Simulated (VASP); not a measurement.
# GaSnH3 (Pm-3m) in VASP: a series of runs

Runs on GaSnH3. Level: PBE. Tasks: single point, relaxation of cell and atoms.

All numbers are computed with VASP 6.6.1; they aren't measurements. Logs are shortened: lines on timing, memory, paths and dates and some standing lists are left out, and cuts for length are marked.

### Step 1. The cell of the first run

Symmetry: Pm-3m, No. 221, cubic system. The conventional cell has a = 4.163 Å, b = 4.163 Å, c = 4.163 Å, α = 90.00°, β = 90.00°, γ = 90.00°. Within 3.9 Å of Ga (site symmetry m-3m) lie 12 H at 2.94 Å and 8 Sn at 3.61 Å. Sn (site symmetry m-3m) has 6 H at 2.08 Å within 2.8 Å. H (site symmetry 4/mmm) has 2 Sn at 2.08 Å within 2.8 Å.

The cell was built from a structure type or drawn by symmetry, and may not be a known phase.

### Step 2. Single point, PBE

Input file INCAR:

```
ALGO = Normal
EDIFF = 1E-7
ENCUT = 520
GGA = PE
ISIF = 2
ISMEAR = 0
LASPH = True
LCHARG = True
LELF = True
LREAL = False
LVHAR = True
LWAVE = False
NBANDS = 23
NELM = 80
PREC = Accurate
SIGMA = 0.1
```

Input file KPOINTS:

```
k-points
0
Gamma
  4 4 4
```

Input file POSCAR:

```
GaSnH3
1.0
    4.1632441300      0.0000000000      0.0000000000
    0.0000000000      4.1632441300      0.0000000000
    0.0000000000      0.0000000000      4.1632441300
Ga Sn H
1 1 3
Direct
    0.0000000000      0.0000000000      0.0000000000
    0.5000000000      0.5000000000      0.5000000000
    0.0000000000      0.5000000000      0.5000000000
    0.5000000000      0.0000000000      0.5000000000
    0.5000000000      0.5000000000      0.0000000000
```

Potentials or basis: VASP PAW PBE potentials, release 64 (Ga_d, Sn_d, H).

The run is started by

```sh
$ cat potpaw_PBE.64/Ga_d/POTCAR potpaw_PBE.64/Sn_d/POTCAR potpaw_PBE.64/H/POTCAR > POTCAR
$ mpirun -np 1 vasp_std > vasp.out
```

OUTCAR:

```text
EDIFF = 1E-7
   ENCUT = 520
   GGA = PE
   ISIF = 2
   ISMEAR = 0
   LASPH = True
   LREAL = False
   NELM = 80
   PREC = Accurate

 ion  position               nearest neighbor table
   1  0.000  0.000  0.000-
   2  0.500  0.500  0.500-   3 2.08   4 2.08   5 2.08   5 2.08   4 2.08   3 2.08
   3  0.000  0.500  0.500-   2 2.08   2 2.08
   4  0.500  0.000  0.500-   2 2.08   2 2.08
   5  0.500  0.500  0.000-   2 2.08   2 2.08

  LATTYP: Found a simple cubic cell.
 ALAT       =     4.1632441300

  Lattice vectors:

 A1 = (   4.1632441300,   0.0000000000,   0.0000000000)
 A2 = (   0.0000000000,   4.1632441300,   0.0000000000)
 A3 = (   0.0000000000,   0.0000000000,   4.1632441300)

Analysis of symmetry for initial positions (statically):
=====================================================================
 Subroutine PRICEL returns:
 Original cell was already a primitive cell.

 Routine SETGRP: Setting up the symmetry group for a
 simple cubic supercell.

 Subroutine GETGRP returns: Found 48 space group operations
 (whereof 48 operations were pure point group operations)
 out of a pool of 48 trial point group operations.

The static configuration has the point symmetry O_h .

Analysis of symmetry for dynamics (positions and initial velocities):
=====================================================================
 Subroutine PRICEL returns:
 Original cell was already a primitive cell.

 Routine SETGRP: Setting up the symmetry group for a
 simple cubic supercell.

 Subroutine GETGRP returns: Found 48 space group operations
 (whereof 48 operations were pure point group operations)
 out of a pool of 48 trial point group operations.

The dynamic configuration has the point symmetry O_h .

 Subroutine INISYM returns: Found 48 space group operations
 (whereof 48 operations are pure point group operations),
 and found     1 'primitive' translations

----------------------------------------------------------------------------------------

                                     Primitive cell

  volume of cell :      72.1599

  direct lattice vectors                    reciprocal lattice vectors
     4.163244130  0.000000000  0.000000000     0.240197300  0.000000000  0.000000000
     0.000000000  4.163244130  0.000000000     0.000000000  0.240197300  0.000000000
     0.000000000  0.000000000  4.163244130     0.000000000  0.000000000  0.240197300

  length of vectors
     4.163244130  4.163244130  4.163244130     0.240197300  0.240197300  0.240197300

  position of ions in fractional coordinates (direct lattice)
     0.000000000  0.000000000  0.000000000
     0.500000000  0.500000000  0.500000000
     0.000000000  0.500000000  0.500000000
     0.500000000  0.000000000  0.500000000
     0.500000000  0.500000000  0.000000000

  ion indices of the primitive-cell ions
   primitive index   ion index
                 1           1
                 2           2
                 3           3
                 4           4
                 5           5

----------------------------------------------------------------------------------------

 KPOINTS: k-points

Automatic generation of k-mesh.
 Grid dimensions read from file:
 generate k-points for:    4    4    4

 Generating k-lattice:

  Cartesian coordinates                     Fractional coordinates (reciprocal lattice)
     0.060049325  0.000000000  0.000000000     0.250000000  0.000000000  0.000000000
     0.000000000  0.060049325  0.000000000     0.000000000  0.250000000  0.000000000
     0.000000000  0.000000000  0.060049325     0.000000000  0.000000000  0.250000000

  Length of vectors
     0.060049325  0.060049325  0.060049325

  Shift w.r.t. Gamma in fractional coordinates (k-lattice)
     0.000000000  0.000000000  0.000000000

 Subroutine IBZKPT returns following result:
 ===========================================

 Found     10 irreducible k-points:

 Following reciprocal coordinates:
            Coordinates               Weight
  0.000000  0.000000  0.000000      1.000000
  0.250000  0.000000  0.000000      6.000000
  0.500000  0.000000  0.000000      3.000000
  0.250000  0.250000  0.000000     12.000000
  0.500000  0.250000  0.000000     12.000000
  0.500000  0.500000  0.000000      3.000000
  0.250000  0.250000  0.250000      8.000000
  0.500000  0.250000  0.250000     12.000000
  0.500000  0.500000  0.250000      6.000000
  0.500000  0.500000  0.500000      1.000000
   k-points           NKPTS =     10   k-points in BZ     NKDIM =     10   number of bands    NBANDS=     23
   number of dos      NEDOS =    301   number of ions     NIONS =      5
   total plane-waves  NPLWV =  32768
   dimension x,y,z NGX =    32 NGY =   32 NGZ =   32
   dimension x,y,z NGXF=    64 NGYF=   64 NGZF=   64
   ions per type =               1   1   3
   NGX,Y,Z   is equivalent  to a cutoff of  12.78, 12.78, 12.78 a.u.
   NGXF,Y,Z  is equivalent  to a cutoff of  25.56, 25.56, 25.56 a.u.
 SYSTEM =  unknown system
   PREC   = accura    normal or accurate (medium, high low for compatibility)
   ISTART =      0    job   : 0-new  1-cont  2-samecut
   ICHARG =      2    charge: 1-file 2-atom 10-const
   ISPIN  =      1    spin polarized calculation?
   LNONCOLLINEAR =      F non collinear calculations
   LSORBIT =      F    spin-orbit coupling
   LASPH  =      T    aspherical Exc in radial PAW
   ENCUT  =  520.0 eV  38.22 Ry    6.18 a.u.   7.74  7.74  7.74*2*pi/ulx,y,z
   NELM   =     80;   NELMIN=  2; NELMDL= -5     # of ELM steps
   EDIFF  = 0.1E-06   stopping-criterion for ELM
   LREAL  =      F    real-space projection
   EDIFFG = 0.1E-05   stopping-criterion for IOM
   NSW    =      0    number of steps for IOM
   IBRION =     -1    ionic relax: 0-MD 1-quasi-New 2-CG
   NFREE  =      0    steps in history (QN), initial steepest desc. (CG)
   ISIF   =      2    stress and relaxation
   ISYM   =      2    0-nonsym 1-usesym 2-fastsym
   POTIM  = 0.5000    time-step for ionic-motion
   TEBEG  =    0.0;   TEEND  =   0.0 temperature during run
   PSTRESS=    0.0 pullay stress
   NELECT =      30.0000    total number of electrons
   NUPDOWN=      -1.0000    fix difference up-down
   EMIN   =  10.00;   EMAX   =-10.00  energy-range for DOS
   EFERMI =   0.00;   METHOD = LEGACY
   ISMEAR =     0;   SIGMA  =   0.10  broadening in eV -4-tet -1-fermi 0-gaus
   EFERMI_NEDOS =   21; number of points for ismear=-14 and -15
   IALGO  =     38    algorithm
   IMIX   =      4    mixing-type and parameters
     AMIX     =   0.40;   BMIX     =  1.00
     AMIX_MAG =   1.60;   BMIX_MAG =  1.00
  volume/ion in A,a.u.               =      14.43        97.39
  Fermi-wavevector in a.u.,A,eV,Ry     =   1.221847  2.308955 20.312263  1.492909
  Thomas-Fermi vector in A             =   2.357014
   LORBIT       =      0    0 simple, 1 ext, 2 COOP (PROOUT), +10 PAW based schemes
   GGA     = PE    functional components
   LHFCALC =     F    Hartree Fock is set to
   AEXX    =    0.0000 exact exchange contribution
   IVDW    =     0    specifies the selected vdW correction
   LEPSILON=     F    determine dielectric tensor
   LRPA    =     F    only Hartree local field effects (RPA)
 non-spin polarized calculation
 Gauss-broadening in eV      SIGMA  =   0.10
  energy-cutoff  :      520.00
  volume of cell :       72.16
 maximum number of plane-waves:      1956
 NGX is ok and might be reduce to    32
   NGX = 15   NGY = 15   NGZ = 15

 number of electron      29.9999972 magnetization

 Free energy of the ion-electron system (eV)
  ---------------------------------------------------
  ext. energy  EPLUGINS =         0.00000000
  ---------------------------------------------------
  free energy    TOTEN  =       -14.13115393 eV

  energy without entropy =      -14.11337108  energy(sigma->0) =      -14.12226251

 E-fermi :   4.5841     XC(G=0):  -9.3082

 val. band max:        4.2130738824   @ k =   0.2500   0.0000   0.0000
 cond. band min:       4.6009184762   @ k =   0.5000   0.5000   0.0000
 fundamental gap:      0.3878445938
 Fermi energy:         4.5840696985

 k-point     1 :       0.0000    0.0000    0.0000
  band No.  band energies     occupation
      1     -17.4510      2.00000
      2     -17.4510      2.00000
      3     -17.3759      2.00000
      4     -17.3759      2.00000
      5     -17.3759      2.00000
      6     -11.2224      2.00000
[... 15 lines left out ...]
     22      12.8653      0.00000
     23      12.8653      0.00000

 k-point     2 :       0.2500    0.0000    0.0000
  band No.  band energies     occupation
      1     -17.4507      2.00000
      2     -17.4303      2.00000
      3     -17.3786      2.00000
      4     -17.3786      2.00000
      5     -17.3756      2.00000
      6     -11.2219      2.00000
[... 15 lines left out ...]
     22      11.5364      0.00000
     23      13.6720      0.00000

 k-point     3 :       0.5000    0.0000    0.0000
  band No.  band energies     occupation
      1     -17.4503      2.00000
      2     -17.4096      2.00000
      3     -17.3813      2.00000
      4     -17.3813      2.00000
      5     -17.3754      2.00000
      6     -11.2213      2.00000
[... 15 lines left out ...]
     22      12.0772      0.00000
     23      14.8618      0.00000
[... 131 lines left out ...]
 k-point     9 :       0.5000    0.5000    0.2500
  band No.  band energies     occupation
      1     -17.4085      2.00000
      2     -17.3875      2.00000
      3     -17.3871      2.00000
      4     -17.3840      2.00000
      5     -17.3840      2.00000
      6     -11.2235      2.00000
[... 15 lines left out ...]
     22      13.4220      0.00000
     23      14.4818      0.00000

 k-point    10 :       0.5000    0.5000    0.5000
  band No.  band energies     occupation
      1     -17.3870      2.00000
      2     -17.3870      2.00000
      3     -17.3870      2.00000
      4     -17.3870      2.00000
      5     -17.3870      2.00000
      6     -11.2223      2.00000
[... 15 lines left out ...]
     22      16.8769      0.00000
     23      16.8769      0.00000

------------------------ aborting loop because EDIFF is reached ----------------------------------------

  FORCE on cell =-STRESS in cart. coord.  units (eV):
  Direction    XX          YY          ZZ          XY          YZ          ZX
  --------------------------------------------------------------------------------------
  -------------------------------------------------------------------------------------
  Total       -0.4216074     -0.4216074     -0.4216074     -0.0000000     -0.0000000     -0.0000000
  in kB       -9.3610203     -9.3610203     -9.3610203     -0.0000000     -0.0000000     -0.0000000
  external PRESSURE =      -9.3610203 kB  Pullay stress =       0.0000000 kB

 VOLUME and BASIS-vectors are now :
 -----------------------------------------------------------------------------
  energy-cutoff  :      520.00
  volume of cell :       72.16
      direct lattice vectors                 reciprocal lattice vectors
     4.163244130  0.000000000  0.000000000     0.240197300  0.000000000  0.000000000
     0.000000000  4.163244130  0.000000000     0.000000000  0.240197300  0.000000000
     0.000000000  0.000000000  4.163244130     0.000000000  0.000000000  0.240197300

 POSITION                                       TOTAL-FORCE (eV/Angst)
 -----------------------------------------------------------------------------------
      0.00000      0.00000      0.00000         0.000000      0.000000      0.000000
      2.08162      2.08162      2.08162         0.000000      0.000000      0.000000
      0.00000      2.08162      2.08162         0.000000      0.000000      0.000000
      2.08162      0.00000      2.08162         0.000000      0.000000      0.000000
      2.08162      2.08162      0.00000         0.000000      0.000000      0.000000
 -----------------------------------------------------------------------------------
    total drift:                                0.000000      0.000000     -0.000000

  FREE ENERGIE OF THE ION-ELECTRON SYSTEM (eV)
  ---------------------------------------------------
  free  energy   TOTEN  =       -14.1311539344 eV

  energy  without entropy=      -14.1133710780  energy(sigma->0) =      -14.12226251
```

Wall time 30 s (1 thread of Intel Xeon 8259CL, shared host); peak memory 0.18 GiB.

What came out:

```yaml
Free_energy: -14.1312 eV
Pressure: -0.9 GPa
Band_gap_on_the_k_mesh: zero (bands 15 and 16 overlap by 1.50 eV)
```

Levels at points of the mesh, in eV from the Fermi level:
```csv
k point,band 13,band 14,band 15,band 16,band 17,band 18
"(0.00, 0.00, 0.00)",-2.85,-2.85,-0.89,-0.89,-0.89,4.88
"(0.50, 0.00, 0.00)",-3.17,-2.60,0.54,0.70,0.70,1.89
"(0.50, 0.50, 0.00)",-6.38,-5.75,0.02,1.47,1.64,1.64
"(0.50, 0.50, 0.50)",-5.73,-5.73,-4.99,-0.96,-0.96,-0.96
```

Caveat: the k points lie up to 0.38 Å⁻¹ apart, too coarse for converged energies and pressures of a metal; spin-orbit coupling is left out, which moves the levels of the heavy elements.

[end of part 1 of 2]
